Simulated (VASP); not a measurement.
Runs of VASP 6.6.1 on Sr3Zn. The structure is that of space group Pm-3m (No. 221), or close to it. The cells are those of the table. 

| cell | gap on the mesh (eV) | pressure (GPa) |
| --- | --- | --- |
| a = 5.368 Å, 4 atoms | none | -0.1 |
| a = 5.480 Å, 4 atoms | none | -1.0 |
| a = 5.552 Å, 4 atoms | none | -1.4 |
| a = 5.516 Å, 4 atoms | none | (b) |
| a = 5.406 Å, 4 atoms | none | -0.4 |
| a = 5.443 Å, 4 atoms | none | -0.7 |
| a = 5.587 Å, 4 atoms | none | (a) |

Alike in all rows: task single point; level PBEsol; potentials or basis VASP PAW PBE potentials, release 64 (Sr_sv, Zn); no spin polarisation; k mesh 4 × 4 × 4; cutoff (eV) 500; smearing fermi-dirac 0.1 eV.

Task: Estimate the missing entries.

Result: (a) -1.6; (b) -1.2.

Caveats: the PAW data sets were made with another functional, which shifts forces and pressure a little.

A k mesh can miss the band edges, and the runs leave out spin-orbit coupling on Sr.

A gap of «none» marks levels without a gap at the run's occupations.
